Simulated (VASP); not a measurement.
# Fe (I4/mmm) in VASP: further runs, part 2 of 3

VASP 6.6.1. The steps go on from the part before.

## 3. Single point, PBE, collinear spin, ferromagnetic start (volume 10.746 Å^3 an atom, c/a of the conventional cell 1.1612)

INCAR

```
ALGO = Normal ; EDIFF = 1E-6
ENCUT = 520 ; GGA = PE
ISIF = 2 ; ISMEAR = 0
ISPIN = 2 ; LASPH = True
LCHARG = False ; LMAXMIX = 4
LORBIT = 11 ; LREAL = False
LWAVE = False ; MAGMOM = 2.44
NBANDS = 14 ; NELM = 150
PREC = Accurate ; SIGMA = 0.15
```

KPOINTS

```
k-points
0
Gamma
  12 12 12
```

POSCAR

```
Fe
1.0
   -1.3225941758      1.3225941758      1.5357963570
    1.3225941758     -1.3225941758      1.5357963570
    1.3225941758      1.3225941758     -1.5357963570
Fe
1
Direct
    0.0000000000      0.0000000000      0.0000000000
```

Potentials or basis: VASP PAW PBE potentials, release 64 (Fe).

The run is started by

```console
$ cat potpaw_PBE.64/Fe/POTCAR > POTCAR
$ mpirun -np 1 vasp_std > vasp.out
```

OUTCAR:

```text
EDIFF = 1E-6
   ENCUT = 520
   GGA = PE
   ISIF = 2
   ISMEAR = 0
   ISPIN = 2
   LASPH = True
   LORBIT = 11
   LREAL = False
   NELM = 150
   PREC = Accurate

 ion  position               nearest neighbor table
   1  0.000  0.000  0.000-

  LATTYP: Found a body centered tetragonal cell.
 ALAT       =     2.6451883516
 C/A-ratio  =     1.1612000000

  Lattice vectors:

 A1 = (  -1.3225941758,   1.3225941758,   1.5357963570)
 A2 = (   1.3225941758,  -1.3225941758,   1.5357963570)
 A3 = (   1.3225941758,   1.3225941758,  -1.5357963570)

Analysis of symmetry for initial positions (statically):
=====================================================================
 Subroutine PRICEL returns:
 Original cell was already a primitive cell.

 Routine SETGRP: Setting up the symmetry group for a
 body centered tetragonal supercell.

 Subroutine GETGRP returns: Found 16 space group operations
 (whereof 16 operations were pure point group operations)
 out of a pool of 16 trial point group operations.

The static configuration has the point symmetry D_4h.

Analysis of symmetry for dynamics (positions and initial velocities):
=====================================================================
 Subroutine PRICEL returns:
 Original cell was already a primitive cell.

 Routine SETGRP: Setting up the symmetry group for a
 body centered tetragonal supercell.

 Subroutine GETGRP returns: Found 16 space group operations
 (whereof 16 operations were pure point group operations)
 out of a pool of 16 trial point group operations.

The dynamic configuration has the point symmetry D_4h.

Analysis of structural, dynamic, and magnetic symmetry:
=====================================================================
 Subroutine PRICEL returns:
 Original cell was already a primitive cell.

 Routine SETGRP: Setting up the symmetry group for a
 body centered tetragonal supercell.

 Subroutine GETGRP returns: Found 16 space group operations
 (whereof 16 operations were pure point group operations)
 out of a pool of 16 trial point group operations.

The overall configuration has the point symmetry D_4h.

 Subroutine INISYM returns: Found 16 space group operations
 (whereof 16 operations are pure point group operations),
 and found     1 'primitive' translations

----------------------------------------------------------------------------------------

                                     Primitive cell

  volume of cell :      10.7460

  direct lattice vectors                    reciprocal lattice vectors
    -1.322594176  1.322594176  1.535796357     0.000000000  0.378044913  0.325563997
     1.322594176 -1.322594176  1.535796357     0.378044913  0.000000000  0.325563997
     1.322594176  1.322594176 -1.535796357     0.378044913  0.378044913  0.000000000

  length of vectors
     2.420161391  2.420161391  2.420161391     0.498908681  0.498908681  0.534636243

  position of ions in fractional coordinates (direct lattice)
     0.000000000  0.000000000  0.000000000

  ion indices of the primitive-cell ions
   primitive index   ion index
                 1           1

----------------------------------------------------------------------------------------

 KPOINTS: k-points

Automatic generation of k-mesh.
 Grid dimensions read from file:
 generate k-points for:   12   12   12

 Generating k-lattice:

  Cartesian coordinates                     Fractional coordinates (reciprocal lattice)
[... 59 lines left out ...]
   NELM   =    150;   NELMIN=  2; NELMDL= -5     # of ELM steps
   EDIFF  = 0.1E-05   stopping-criterion for ELM
   LREAL  =      F    real-space projection
[... 7 lines left out ...]
   TEBEG  =    0.0;   TEEND  =   0.0 temperature during run
   PSTRESS=    0.0 pullay stress
   NELECT =       8.0000    total number of electrons
   NUPDOWN=      -1.0000    fix difference up-down
   EMIN   =  10.00;   EMAX   =-10.00  energy-range for DOS
   EFERMI =   0.00;   METHOD = LEGACY
   ISMEAR =     0;   SIGMA  =   0.15  broadening in eV -4-tet -1-fermi 0-gaus
   EFERMI_NEDOS =   21; number of points for ismear=-14 and -15
   IALGO  =     38    algorithm
   IMIX   =      4    mixing-type and parameters
     AMIX     =   0.40;   BMIX     =  1.00
     AMIX_MAG =   1.60;   BMIX_MAG =  1.00
  volume/ion in A,a.u.               =      10.75        72.52
  Fermi-wavevector in a.u.,A,eV,Ry     =   1.483733  2.803850 29.952748  2.201465
  Thomas-Fermi vector in A             =   2.597358
   LORBIT       =     11    0 simple, 1 ext, 2 COOP (PROOUT), +10 PAW based schemes
   GGA     = PE    functional components
   LHFCALC =     F    Hartree Fock is set to
   AEXX    =    0.0000 exact exchange contribution
   IVDW    =     0    specifies the selected vdW correction
   LEPSILON=     F    determine dielectric tensor
   LRPA    =     F    only Hartree local field effects (RPA)
 spin polarized calculation
 Gauss-broadening in eV      SIGMA  =   0.15
  energy-cutoff  :      520.00
  volume of cell :       10.75
 maximum number of plane-waves:       305
 NGX is ok and might be reduce to    18
   NGX =  9   NGY =  9   NGZ =  9

 number of electron       8.0000006 magnetization       2.1394377

 Free energy of the ion-electron system (eV)
  ---------------------------------------------------
  ext. energy  EPLUGINS =         0.00000000
  ---------------------------------------------------
  free energy    TOTEN  =        -8.16835367 eV

  energy without entropy =       -8.15720276  energy(sigma->0) =       -8.16277821

 E-fermi :   6.4844     XC(G=0): -13.4336

 val. band max:        6.4788408277   @ k =  -0.1667   0.4167   0.1667
 cond. band min:       6.4915358484   @ k =  -0.2500   0.3333   0.0833
 fundamental gap:      0.0126950207
 Fermi energy:         6.4844328317

 spin component 1

 k-point     1 :       0.0000    0.0000    0.0000
  band No.  band energies     occupation
      1      -2.3616      1.00000
      2       3.8830      1.00000
      3       3.8830      1.00000
      4       4.5706      1.00000
      5       4.8280      1.00000
      6       5.5465      1.00000
      7      30.1527      0.00000
      8      32.9722      0.00000
      9      32.9722      0.00000
     10      36.8472      0.00000
     11      37.3687      0.00000
     12      38.5651      0.00000
     13      38.5884      0.00000
     14      38.5884      0.00000
[... 379 lines left out ...]
      3       3.6261      1.00000
      4       4.9037      1.00000
      5       5.9711      1.00000
      6       7.1842      0.00000
      7      18.4044      0.00000
      8      23.7890      0.00000
      9      27.7649      0.00000
     10      31.9427      0.00000
     11      37.0889      0.00000
     12      41.1282      0.00000
     13      43.7245      0.00000
     14      47.7882      0.00000

 [... further k-points ...]

 spin component 2

 k-point     1 :       0.0000    0.0000    0.0000
  band No.  band energies     occupation
      1      -2.1583      1.00000
      2       5.6309      1.00000
      3       5.6309      1.00000
      4       6.7010      0.02060
      5       7.2971      0.00000
      6       8.4044      0.00000
      7      29.8887      0.00000
      8      32.9190      0.00000
      9      32.9190      0.00000
     10      37.3663      0.00000
     11      38.3279      0.00000
     12      38.4375      0.00000
     13      39.2107      0.00000
     14      39.2107      0.00000
[... 379 lines left out ...]
      3       5.1921      1.00000
      4       7.3154      0.00000
      5       8.5788      0.00000
      6       9.0326      0.00000
      7      19.2539      0.00000
      8      24.3211      0.00000
      9      28.3755      0.00000
     10      32.1956      0.00000
     11      37.4696      0.00000
     12      41.6643      0.00000
     13      44.1168      0.00000
     14      48.0986      0.00000

 [... further k-points ...]
[... 5 lines left out ...]
  --------------------------------------------------------------------------------------
  -------------------------------------------------------------------------------------
  Total        1.2991170      1.2991170      0.2479276      0.0000000     -0.0000000      0.0000000
  in kB      193.6921442    193.6921442     36.9648241      0.0000000     -0.0000000      0.0000000
  external PRESSURE =     141.4497042 kB  Pullay stress =       0.0000000 kB

 VOLUME and BASIS-vectors are now :
 -----------------------------------------------------------------------------
  energy-cutoff  :      520.00
  volume of cell :       10.75
      direct lattice vectors                 reciprocal lattice vectors
    -1.322594176  1.322594176  1.535796357     0.000000000  0.378044913  0.325563997
     1.322594176 -1.322594176  1.535796357     0.378044913  0.000000000  0.325563997
     1.322594176  1.322594176 -1.535796357     0.378044913  0.378044913  0.000000000

 POSITION                                       TOTAL-FORCE (eV/Angst)
 -----------------------------------------------------------------------------------
      0.00000      0.00000      0.00000         0.000000      0.000000     -0.000000
 -----------------------------------------------------------------------------------
    total drift:                                0.000000      0.000000      0.000000

  FREE ENERGIE OF THE ION-ELECTRON SYSTEM (eV)
  ---------------------------------------------------
  free  energy   TOTEN  =        -8.1683536680 eV

  energy  without entropy=       -8.1572027620  energy(sigma->0) =       -8.16277821

 total charge

# of ion       s       p       d       tot
------------------------------------------
    1        0.516   0.594   6.282   7.392

 magnetization (x)

# of ion       s       p       d       tot
------------------------------------------
    1       -0.013  -0.052   2.189   2.124
```

OSZICAR:

```text
N       E                     dE             d eps       ncg     rms          rms(c)
DAV:   1     0.212938720889E+02    0.21294E+02   -0.37965E+03 10070   0.703E+02
DAV:   2    -0.828280493572E+01   -0.29577E+02   -0.27343E+02  9950   0.129E+02
DAV:   3    -0.917042953739E+01   -0.88762E+00   -0.87838E+00 11180   0.228E+01
DAV:   4    -0.917327669236E+01   -0.28472E-02   -0.28468E-02 10670   0.117E+00
DAV:   5    -0.917328927799E+01   -0.12586E-04   -0.12585E-04 11264   0.793E-02    0.120E+01
DAV:   6    -0.822390950127E+01    0.94938E+00   -0.96260E+00 11654   0.365E+01    0.490E+00
DAV:   7    -0.817544989655E+01    0.48460E-01   -0.49678E-01 11162   0.803E+00    0.302E+00
DAV:   8    -0.817387604843E+01    0.15738E-02   -0.95648E-03 11260   0.635E-01    0.164E+00
DAV:   9    -0.816684158655E+01    0.70345E-02   -0.17960E-02 12268   0.945E-01    0.545E-01
DAV:  10    -0.816750283757E+01   -0.66125E-03   -0.17099E-04 10994   0.115E-01    0.411E-01
DAV:  11    -0.816835434447E+01   -0.85151E-03   -0.19462E-03 11240   0.351E-01    0.387E-02
DAV:  12    -0.816835304049E+01    0.13040E-05   -0.15475E-05 10140   0.371E-02    0.202E-02
DAV:  13    -0.816835366796E+01   -0.62747E-06   -0.26985E-06  9352   0.122E-02
   1 F= -.81683537E+01 E0= -.81627782E+01  d E =-.111509E-01  mag=     2.1393
```

Run time: 19 s. Hardware: 1 thread of Intel Xeon 6975P-C (Granite Rapids), shared host; peak memory 0.15 GiB.

What came out:

```
Free energy                                           : -8.1684 eV
Pressure                                              : 14.1 GPa
Net moment                                            : 2.14 μB per cell
Site moments                                          : Fe +2.12 μB
Valence electrons inside the program's atomic spheres : Fe 7.39
```

## 4. Single point, PBE, collinear spin, ferromagnetic start (volume 10.746 Å^3 an atom, c/a of the conventional cell 1.0776)

INCAR

```
ALGO = Normal
EDIFF = 1E-6
ENCUT = 520
GGA = PE
ISIF = 2
ISMEAR = 0
ISPIN = 2
LASPH = T
LCHARG = T
LELF = T
LMAXMIX = 4
LORBIT = 11
LREAL = F
LVHAR = T
LWAVE = F
MAGMOM = 2.44
NBANDS = 14
NELM = 150
PREC = Accurate
SIGMA = 0.15
```

KPOINTS is that of step 3.

POSCAR

```
Fe
1.0
   -1.3559481641      1.3559481641      1.4611697416
    1.3559481641     -1.3559481641      1.4611697416
    1.3559481641      1.3559481641     -1.4611697416
Fe
1
Direct
    0.0000000000      0.0000000000      0.0000000000
```

The run is started by

```console
$ cat potpaw_PBE.64/Fe/POTCAR > POTCAR
$ mpirun -np 1 vasp_std > vasp.out
```

It took 17 s on 1 thread of Intel Xeon 6975P-C (Granite Rapids), shared host; peak memory 0.15 GiB.

The run converged. Its results:

```yaml
Free_energy: -8.2114 eV
Pressure: 11.9 GPa
Net_moment: 2.09 μB per cell
Site_moments: Fe +2.08 μB
Valence_electrons_inside_the_program's_atomic_spheres: Fe 7.39
```

Stress tensor (GPa, compression positive):
```
15.14  0.00  0.00
 0.00 15.14  0.00
 0.00  0.00  5.36
```

Levels at points of the mesh, in eV from the Fermi level:
Spin up:
```tsv
k point	band 3	band 4	band 5	band 6	band 7	band 8
(0.00, 0.00, 0.00)	-2.52	-2.13	-1.34	-0.95	24.49	26.08
(0.50, 0.00, 0.00)	-1.38	-0.77	0.29	0.46	7.62	19.39
(0.50, 0.50, 0.00)	-0.75	-0.70	0.57	0.94	8.42	17.81
(0.50, 0.50, 0.50)	0.10	0.28	0.28	8.41	11.34	11.34
```
Spin down:
| k point | band 1 | band 2 | band 3 | band 4 | band 5 | band 6 |
| --- | --- | --- | --- | --- | --- | --- |
| (0.00, 0.00, 0.00) | -8.60 | -0.78 | -0.78 | -0.22 | 1.23 | 1.83 |
| (0.50, 0.00, 0.00) | -4.02 | -1.75 | 0.42 | 1.10 | 1.89 | 2.56 |
| (0.50, 0.50, 0.00) | -4.00 | -2.43 | 1.10 | 1.82 | 2.01 | 2.61 |
| (0.50, 0.50, 0.50) | -3.54 | -3.34 | 2.24 | 2.29 | 2.29 | 8.68 |

## 5. Single point, PBE, collinear spin, ferromagnetic start (volume 10.746 Å^3 an atom, c/a of the conventional cell 1.2513)

INCAR

```
PREC     = Accurate       # precision mode
ENCUT    = 520            # plane-wave cutoff, eV
EDIFF    = 1E-6           # SCF threshold, eV
ISMEAR   = 0              # smearing method
SIGMA    = 0.15           # smearing width, eV
LREAL    = False          # projectors in reciprocal space
LASPH    = True           # aspherical terms in the spheres
NELM     = 150            # most SCF steps
ALGO     = Normal         # electronic algorithm
ISIF     = 2              # what is computed and relaxed
LWAVE    = False          # write WAVECAR
LCHARG   = False          # write CHGCAR
ISPIN    = 2              # spin polarisation
MAGMOM   = 2.44           # initial moments
LORBIT   = 11             # projections on sites
LMAXMIX  = 4              # l up to which the mixer works
GGA      = PE             # functional
NBANDS   = 14             # bands
```

KPOINTS

```
Automatic mesh
0
Gamma
  12 12 12
```

POSCAR

```
Fe
1.0
   -1.2900557142      1.2900557142      1.6142467152
    1.2900557142     -1.2900557142      1.6142467152
    1.2900557142      1.2900557142     -1.6142467152
Fe
1
Direct
    0.0000000000      0.0000000000      0.0000000000
```

The run is started by

```console
$ cat potpaw_PBE.64/Fe/POTCAR > POTCAR
$ mpirun -np 1 vasp_std > vasp.out
```

Wall time 22 s (1 thread of Intel Xeon 6975P-C (Granite Rapids), shared host); peak memory 0.15 GiB.

Results (log left out):

```
Free energy                                           : -8.1110 eV
Pressure                                              : 14.5 GPa
Net moment                                            : 2.10 μB per cell
Site moments                                          : Fe +2.09 μB
Valence electrons inside the program's atomic spheres : Fe 7.39
```

Stress tensor (GPa, compression positive):
```
20.40  0.00  0.00
 0.00 20.40  0.00
 0.00  0.00  2.74
```

Levels at points of the mesh, in eV from the Fermi level:
Spin up:
```
           k point  band 3  band 4  band 5  band 6  band 7  band 8
(0.00, 0.00, 0.00)   -2.54   -1.95   -1.63   -0.99   23.13   26.91
(0.50, 0.00, 0.00)   -2.16   -0.45   -0.02    0.17    7.27   20.64
(0.50, 0.50, 0.00)   -0.44   -0.29    0.52    1.88    9.52   16.18
(0.50, 0.50, 0.50)   -0.17    0.32    0.32    5.05   12.59   13.44
```
Spin down:
```
           k point  band 1  band 2  band 3  band 4  band 5  band 6  band 7  band 8
(0.00, 0.00, 0.00)   -8.65   -0.86   -0.86    0.35    0.62    1.84   22.86   27.01
(0.50, 0.00, 0.00)   -4.08   -1.14    0.13    0.23    2.10    2.35    8.61   20.53
(0.50, 0.50, 0.00)   -3.99   -3.06    2.10    2.24    2.31    2.51   10.86   16.56
(0.50, 0.50, 0.50)   -3.75   -3.20    2.24    2.29    2.29    5.30   13.78   13.78
```

[end of part 2 of 3]
